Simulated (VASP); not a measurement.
# Au (Fmmm) in VASP: further runs

The runs below take Au through single point, with PBE.

Everything below comes from runs of VASP 6.6.1. Logs are shortened: lines on timing, memory, paths and dates and some standing lists are left out, and cuts for length are marked.

### Step 1. The cell of the first run

Symmetry: Fmmm, No. 69, orthorhombic system. The conventional cell has a = 2.843 Å, b = 4.933 Å, c = 10.745 Å, α = 90.00°, β = 90.00°, γ = 90.00°. Au (site symmetry mm2) has 11 Au at 2.80 to 3.56 Å within 3.7 Å.

### Step 2. Single point, PBE

Contents of INCAR:

```
ALGO = Normal
EDIFF = 1E-6
ENCUT = 520
GGA = PE
ISIF = 2
ISMEAR = 0
LASPH = True
LCHARG = False
LREAL = False
LWAVE = False
NBANDS = 18
NELM = 100
PREC = Accurate
SIGMA = 0.1
```

Contents of KPOINTS:

```
k-points
0
Gamma
  24 24 24
```

Contents of POSCAR:

```
Au
1.0
    0.0000000000      2.4666487413      5.3724439786
    1.4216241465      0.0000000000      5.3724439786
    1.4216241465      2.4666487413      0.0000000000
Au
2
Direct
    0.1302806438      0.1302806438      0.8697193562
    0.8697193562      0.8697193562      0.1302806438
```

Potentials or basis: VASP PAW PBE potentials, release 64 (Au).

Launch:

```console
$ cat potpaw_PBE.64/Au/POTCAR > POTCAR
$ mpirun -np 1 vasp_std > vasp.out
```

OUTCAR:

```text
EDIFF = 1E-6
   ENCUT = 520
   GGA = PE
   ISIF = 2
   ISMEAR = 0
   LASPH = True
   LREAL = False
   NELM = 100
   PREC = Accurate

 ion  position               nearest neighbor table
   1  0.130  0.130  0.870-   2 2.80   2 2.94   2 2.94   2 3.56   2 3.56
   2  0.870  0.870  0.130-   1 2.80   1 2.94   1 2.94   1 3.56   1 3.56

  LATTYP: Found a face centered orthorhombic cell.
 ALAT       =     2.8432482930
 B/A-ratio  =     1.7350920406
 C/A-ratio  =     3.7790888624

  Lattice vectors:

 A1 = (   0.0000000000,   2.4666487413,   5.3724439786)
 A2 = (   1.4216241465,   0.0000000000,   5.3724439786)
 A3 = (   1.4216241465,   2.4666487413,   0.0000000000)

Analysis of symmetry for initial positions (statically):
=====================================================================
 Subroutine PRICEL returns:
 Original cell was already a primitive cell.

 Routine SETGRP: Setting up the symmetry group for a
 face centered orthorhombic supercell.

 Subroutine GETGRP returns: Found  8 space group operations
 (whereof  8 operations were pure point group operations)
 out of a pool of  8 trial point group operations.

The static configuration has the point symmetry D_2h.

Analysis of symmetry for dynamics (positions and initial velocities):
=====================================================================
 Subroutine PRICEL returns:
 Original cell was already a primitive cell.

 Routine SETGRP: Setting up the symmetry group for a
 face centered orthorhombic supercell.

 Subroutine GETGRP returns: Found  8 space group operations
 (whereof  8 operations were pure point group operations)
 out of a pool of  8 trial point group operations.

The dynamic configuration has the point symmetry D_2h.

 Subroutine INISYM returns: Found  8 space group operations
 (whereof  8 operations are pure point group operations),
 and found     1 'primitive' translations

----------------------------------------------------------------------------------------

                                     Primitive cell

  volume of cell :      37.6785

  direct lattice vectors                    reciprocal lattice vectors
     0.000000000  2.466648741  5.372443979    -0.351710402  0.202704176  0.093067513
     1.421624146  0.000000000  5.372443979     0.351710402 -0.202704176  0.093067513
     1.421624146  2.466648741  0.000000000     0.351710402  0.202704176 -0.093067513

  length of vectors
     5.911641931  5.557352744  2.846993366     0.416474191  0.416474191  0.416474191

  position of ions in fractional coordinates (direct lattice)
     0.130280644  0.130280644  0.869719356
     0.869719356  0.869719356  0.130280644

  ion indices of the primitive-cell ions
   primitive index   ion index
                 1           1
                 2           2

----------------------------------------------------------------------------------------

 KPOINTS: k-points

Automatic generation of k-mesh.
 Grid dimensions read from file:
 generate k-points for:   24   24   24

 Generating k-lattice:

  Cartesian coordinates                     Fractional coordinates (reciprocal lattice)
    -0.014654600  0.008446007  0.003877813     0.041666667  0.000000000  0.000000000
     0.014654600 -0.008446007  0.003877813     0.000000000  0.041666667 -0.000000000
     0.014654600  0.008446007 -0.003877813     0.000000000 -0.000000000  0.041666667

  Length of vectors
     0.017353091  0.017353091  0.017353091

  Shift w.r.t. Gamma in fractional coordinates (k-lattice)
     0.000000000  0.000000000  0.000000000

 Subroutine IBZKPT returns following result:
 ===========================================

 Found   1963 irreducible k-points:

 Following reciprocal coordinates:
            Coordinates               Weight
  0.000000  0.000000  0.000000      1.000000
  0.041667  0.000000 -0.000000      8.000000
  0.083333  0.000000  0.000000      8.000000
  0.125000  0.000000 -0.000000      8.000000
  0.166667  0.000000 -0.000000      8.000000
  0.208333  0.000000 -0.000000      8.000000
[... 16 lines left out ...]
  0.416667  0.041667 -0.000000      8.000000
  0.458333  0.041667  0.000000      8.000000
 [... further k-points ...]
   k-points           NKPTS =   1963   k-points in BZ     NKDIM =   1963   number of bands    NBANDS=     18
   number of dos      NEDOS =    301   number of ions     NIONS =      2
   total plane-waves  NPLWV =  48384
   dimension x,y,z NGX =    48 NGY =   42 NGZ =   24
   dimension x,y,z NGXF=    96 NGYF=   84 NGZF=   48
   ions per type =               2
   NGX,Y,Z   is equivalent  to a cutoff of  13.50, 12.56, 14.01 a.u.
   NGXF,Y,Z  is equivalent  to a cutoff of  27.00, 25.13, 28.03 a.u.
 SYSTEM =  unknown system
   PREC   = accura    normal or accurate (medium, high low for compatibility)
   ISTART =      0    job   : 0-new  1-cont  2-samecut
   ICHARG =      2    charge: 1-file 2-atom 10-const
   ISPIN  =      1    spin polarized calculation?
   LNONCOLLINEAR =      F non collinear calculations
   LSORBIT =      F    spin-orbit coupling
   LASPH  =      T    aspherical Exc in radial PAW
   ENCUT  =  520.0 eV  38.22 Ry    6.18 a.u.  10.99 10.33  5.29*2*pi/ulx,y,z
   NELM   =    100;   NELMIN=  2; NELMDL= -5     # of ELM steps
   EDIFF  = 0.1E-05   stopping-criterion for ELM
   LREAL  =      F    real-space projection
   EDIFFG = 0.1E-04   stopping-criterion for IOM
   NSW    =      0    number of steps for IOM
   IBRION =     -1    ionic relax: 0-MD 1-quasi-New 2-CG
   NFREE  =      0    steps in history (QN), initial steepest desc. (CG)
   ISIF   =      2    stress and relaxation
   ISYM   =      2    0-nonsym 1-usesym 2-fastsym
   POTIM  = 0.5000    time-step for ionic-motion
   TEBEG  =    0.0;   TEEND  =   0.0 temperature during run
   PSTRESS=    0.0 pullay stress
   NELECT =      22.0000    total number of electrons
   NUPDOWN=      -1.0000    fix difference up-down
   EMIN   =  10.00;   EMAX   =-10.00  energy-range for DOS
   EFERMI =   0.00;   METHOD = LEGACY
   ISMEAR =     0;   SIGMA  =   0.10  broadening in eV -4-tet -1-fermi 0-gaus
   EFERMI_NEDOS =   21; number of points for ismear=-14 and -15
   IALGO  =     38    algorithm
   IMIX   =      4    mixing-type and parameters
     AMIX     =   0.40;   BMIX     =  1.00
     AMIX_MAG =   1.60;   BMIX_MAG =  1.00
  volume/ion in A,a.u.               =      18.84       127.13
  Fermi-wavevector in a.u.,A,eV,Ry     =   1.368310  2.585730 25.473798  1.872271
  Thomas-Fermi vector in A             =   2.494285
   LORBIT       =      0    0 simple, 1 ext, 2 COOP (PROOUT), +10 PAW based schemes
   GGA     = PE    functional components
   LHFCALC =     F    Hartree Fock is set to
   AEXX    =    0.0000 exact exchange contribution
   IVDW    =     0    specifies the selected vdW correction
   LEPSILON=     F    determine dielectric tensor
   LRPA    =     F    only Hartree local field effects (RPA)
 non-spin polarized calculation
 Gauss-broadening in eV      SIGMA  =   0.10
  energy-cutoff  :      520.00
  volume of cell :       37.68
 maximum number of plane-waves:      1032
 NGX is ok and might be reduce to    48

 number of electron      22.0000000 magnetization

 Free energy of the ion-electron system (eV)
  ---------------------------------------------------
  ext. energy  EPLUGINS =         0.00000000
  ---------------------------------------------------
  free energy    TOTEN  =        -6.33716517 eV

  energy without entropy =       -6.33476282  energy(sigma->0) =       -6.33596400

 E-fermi :   7.8360     XC(G=0): -12.0714

 val. band max:        7.8328669560   @ k =   0.1250   0.0000  -0.0000
 cond. band min:       7.8422255767   @ k =   0.1667   0.2917   0.1250
 fundamental gap:      0.0093586207
 Fermi energy:         7.8360241345

 k-point     1 :       0.0000    0.0000    0.0000
  band No.  band energies     occupation
      1      -1.0093      2.00000
      2       1.0135      2.00000
      3       2.3070      2.00000
      4       3.6652      2.00000
      5       3.7101      2.00000
      6       3.8148      2.00000
[... 10 lines left out ...]
     17      27.2947      0.00000
     18      27.9111      0.00000

 k-point     2 :       0.0417    0.0000   -0.0000
  band No.  band energies     occupation
      1      -0.9498      2.00000
      2       1.0679      2.00000
      3       2.3248      2.00000
      4       3.6821      2.00000
      5       3.6951      2.00000
      6       3.8096      2.00000
[... 10 lines left out ...]
     17      26.7980      0.00000
     18      27.9785      0.00000

 k-point     3 :       0.0833    0.0000    0.0000
  band No.  band energies     occupation
      1      -0.7735      2.00000
      2       1.2271      2.00000
      3       2.3756      2.00000
      4       3.6234      2.00000
      5       3.6760      2.00000
      6       3.8630      2.00000
[... 10 lines left out ...]
     17      25.7685      0.00000
     18      27.0748      0.00000

 k-point     4 :       0.1250    0.0000   -0.0000
  band No.  band energies     occupation
      1      -0.4881      2.00000
      2       1.4765      2.00000
      3       2.4503      2.00000
      4       3.5138      2.00000
      5       3.6052      2.00000
      6       4.0198      2.00000
[... 10 lines left out ...]
     17      24.6483      0.00000
     18      26.0399      0.00000

 k-point     5 :       0.1667    0.0000   -0.0000
  band No.  band energies     occupation
      1      -0.1095      2.00000
      2       1.7807      2.00000
      3       2.5281      2.00000
      4       3.4005      2.00000
      5       3.5232      2.00000
      6       3.8826      2.00000
[... 10 lines left out ...]
     17      24.1290      0.00000
     18      25.3989      0.00000

 k-point     6 :       0.2083    0.0000   -0.0000
  band No.  band energies     occupation
      1       0.3325      2.00000
      2       2.0604      2.00000
      3       2.5748      2.00000
      4       3.3476      2.00000
      5       3.3591      2.00000
      6       3.7469      2.00000
[... 10 lines left out ...]
     17      23.7759      0.00000
     18      25.1482      0.00000

 k-point     7 :       0.2500    0.0000   -0.0000
  band No.  band energies     occupation
      1       0.7840      2.00000
      2       2.1950      2.00000
      3       2.5664      2.00000
      4       3.0945      2.00000
      5       3.4456      2.00000
      6       3.9451      2.00000
[... 10 lines left out ...]
     17      23.3920      0.00000
     18      24.7161      0.00000

 k-point     8 :       0.2917    0.0000   -0.0000
  band No.  band energies     occupation
      1       1.1614      2.00000
      2       2.1620      2.00000
      3       2.5229      2.00000
      4       2.8620      2.00000
      5       3.7008      2.00000
      6       4.2860      2.00000
[... 10 lines left out ...]
     17      23.3866      0.00000
     18      23.9948      0.00000
[... 229 lines left out ...]
     17      23.8059      0.00000
     18      25.0716      0.00000

 k-point    20 :       0.2917    0.0417    0.0000
  band No.  band energies     occupation
      1       0.8403      2.00000
      2       2.1562      2.00000
      3       2.5976      2.00000
      4       3.0514      2.00000
      5       3.4353      2.00000
      6       3.9749      2.00000
[... 10 lines left out ...]
     17      23.2249      0.00000
     18      24.6232      0.00000

 k-point    21 :       0.3333    0.0417   -0.0000
  band No.  band energies     occupation
      1       1.2106      2.00000
      2       2.1262      2.00000
      3       2.5576      2.00000
      4       2.8046      2.00000
      5       3.7396      2.00000
      6       4.3263      2.00000
[... 10 lines left out ...]
     17      22.9768      0.00000
     18      23.8479      0.00000

 k-point    22 :       0.3750    0.0417    0.0000
  band No.  band energies     occupation
      1       1.4276      2.00000
      2       2.0143      2.00000
      3       2.5268      2.00000
      4       2.6125      2.00000
      5       4.1374      2.00000
      6       4.4698      2.00000
[... 10 lines left out ...]
     17      22.8714      0.00000
     18      23.1604      0.00000

 k-point    23 :       0.4167    0.0417   -0.0000
  band No.  band energies     occupation
      1       1.5045      2.00000
      2       1.8889      2.00000
      3       2.4371      2.00000
      4       2.5445      2.00000
      5       4.3303      2.00000
      6       4.6358      2.00000
[... 10 lines left out ...]
     17      22.3152      0.00000
     18      22.8880      0.00000

 k-point    24 :       0.4583    0.0417    0.0000
  band No.  band energies     occupation
      1       1.5083      2.00000
      2       1.7861      2.00000
      3       2.3287      2.00000
      4       2.5441      2.00000
      5       4.4023      2.00000
      6       4.5911      2.00000
[... 10 lines left out ...]
     17      21.6886      0.00000
     18      22.4448      0.00000

 [... further k-points ...]

------------------------ aborting loop because EDIFF is reached ----------------------------------------

  FORCE on cell =-STRESS in cart. coord.  units (eV):
  Direction    XX          YY          ZZ          XY          YZ          ZX
  --------------------------------------------------------------------------------------
  -------------------------------------------------------------------------------------
  Total       -0.0513225     -0.0495568     -0.0483520      0.0000000      0.0000000      0.0000000
  in kB       -2.1823487     -2.1072700     -2.0560393      0.0000000      0.0000000      0.0000000
  external PRESSURE =      -2.1152193 kB  Pullay stress =       0.0000000 kB

 VOLUME and BASIS-vectors are now :
 -----------------------------------------------------------------------------
  energy-cutoff  :      520.00
  volume of cell :       37.68
      direct lattice vectors                 reciprocal lattice vectors
     0.000000000  2.466648741  5.372443979    -0.351710402  0.202704176  0.093067513
     1.421624146  0.000000000  5.372443979     0.351710402 -0.202704176  0.093067513
     1.421624146  2.466648741  0.000000000     0.351710402  0.202704176 -0.093067513

 POSITION                                       TOTAL-FORCE (eV/Angst)
 -----------------------------------------------------------------------------------
      1.42162      2.46665      1.39985         0.000000      0.000000      0.001983
      1.42162      2.46665      9.34504         0.000000      0.000000     -0.001983
 -----------------------------------------------------------------------------------
    total drift:                               -0.000000     -0.000000     -0.000000

  FREE ENERGIE OF THE ION-ELECTRON SYSTEM (eV)
  ---------------------------------------------------
  free  energy   TOTEN  =        -6.3371651724 eV

  energy  without entropy=       -6.3347628224  energy(sigma->0) =       -6.33596400
```

It took 11 min on 1 thread of Intel Xeon Platinum 8559C (Emerald Rapids), shared host; peak memory 1.1 GiB.

What came out:

```yaml
Free_energy: -6.3372 eV
Pressure: -0.2 GPa
Band_gap_on_the_k_mesh: zero (band 11 reaches 10.85 eV, above the bottom of band 12 at 5.79 eV)
```

Caveat: spin-orbit coupling is left out, which moves the levels of the heavy elements.

### Step 3. Single point, PBE

This run uses another cell than the first one: it holds 4 atoms, not 2.

Contents of INCAR:

```
PREC = Accurate
ENCUT = 520
EDIFF = 1E-6
ISMEAR = 0
SIGMA = 0.1
LREAL = False
LASPH = True
NELM = 100
ALGO = Normal
ISIF = 2
LWAVE = False
LCHARG = True
GGA = PE
LELF = True
LVHAR = True
NBANDS = 30
```

Contents of KPOINTS:

```
regular mesh
0
Gamma
  6 6 4
```

Contents of POSCAR:

```
Au
1.0
    1.3814333897     -5.4070794261      0.0000000000
    1.3814333897      5.4070794261      0.0000000000
    0.0000000000      0.0000000000      5.0655083145
Au
4
Direct
    0.1297749272      0.8702250728      0.9999985095
    0.6297749272      0.3702250728      0.5000014905
    0.8702250728      0.1297749272      0.0000014905
    0.3702250728      0.6297749272      0.4999985095
```

Potentials or basis: VASP PAW PBE potentials, release 64 (Au).

Launch:

```console
$ cat potpaw_PBE.64/Au/POTCAR > POTCAR
$ mpirun -np 1 vasp_std > vasp.out
```

Wall time 97 s (1 thread of Intel Xeon Platinum 8259CL at 2.50GHz (Skylake/Cascade Lake), shared host); peak memory 0.27 GiB.

Results (log left out):

```
Free energy            : -12.7226 eV
Pressure               : -0.2 GPa
Largest force          : 0.007 eV/Å
Band gap on the k mesh : zero (band 22 reaches 9.78 eV, above the bottom of band 23 at 5.89 eV)
```

Forces on the atoms (eV/Å):
```
Au   0.000 -0.007  0.000
Au   0.000 -0.007  0.000
Au   0.000  0.007  0.000
Au   0.000  0.007  0.000
```

Levels at points of the mesh, in eV from the Fermi level:
```tsv
k point	band 20	band 21	band 22	band 23	band 24	band 25
(0.00, 0.00, 0.00)	-1.63	-1.38	-1.33	-0.89	1.18	2.10
(0.50, 0.00, 0.00)	-1.79	0.78	0.78	2.76	2.76	5.48
(0.50, 0.50, 0.00)	-1.82	-1.72	-1.58	1.34	1.81	2.34
(0.00, 0.00, 0.50)	-2.83	-2.56	-2.56	1.48	1.48	1.65
(0.50, 0.00, 0.50)	-1.53	0.65	0.65	2.10	2.10	3.22
(0.50, 0.50, 0.50)	-2.92	-2.75	-2.75	-1.95	-1.95	8.95
```

Caveat: the k points lie up to 0.39 Å⁻¹ apart; spin-orbit coupling is left out, which moves the levels of the heavy elements.
